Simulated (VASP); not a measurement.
Input of a VASP 6.6.1 run:

File INCAR:

```
ALGO = Normal
EDIFF = 1E-6
ENCUT = 500
GGA = PE
GGA_COMPAT = False
ISIF = 2
ISMEAR = 0
LASPH = True
LCHARG = False
LREAL = False
LWAVE = False
NBANDS = 44
NELM = 120
PREC = Accurate
SIGMA = 0.15
```

The input KPOINTS:

```
k-points
0
Gamma
  3 3 1
```

Contents of POSCAR:

```
Hf3SnS4
1.0
    3.6091426608      0.0000000026      0.0000000000
   -1.8045713326      3.1256092288      0.0000000000
    0.0000000000      0.0000000000     16.8258664428
Hf Sn S
3 1 4
Direct
    0.0000000000      0.0000000000      0.2705724674
    0.3333333333      0.6666666667      0.0351199290
    0.3333333333      0.6666666667      0.5034431730
    0.0000000000      0.0000000000      0.7466371657
    0.0000000000      0.0000000000      0.9585685381
    0.0000000000      0.0000000000      0.4164456259
    0.3333333333      0.6666666667      0.6461509121
    0.3333333333      0.6666666667      0.1830621788
```

Potentials or basis: VASP PAW PBE potentials, release 64 (Hf_pv, Sn_d, S).

Command:

```bash
$ cat potpaw_PBE.64/Hf_pv/POTCAR potpaw_PBE.64/Sn_d/POTCAR potpaw_PBE.64/S/POTCAR > POTCAR
$ mpirun -np 1 vasp_std > vasp.out
```

(1) Predict the pressure.

(2) Predict the largest force.

(3) Predict the band gap on the k mesh.

## Answers

(1) -0.3 GPa.

(2) 0.108 eV/Å.

(3) zero (bands 34 and 35 overlap by 0.76 eV).

Caveat: the k points lie up to 0.67 Å⁻¹ apart, too coarse for converged energies and pressures of a metal; spin-orbit coupling is left out, which moves the levels of the heavy elements.
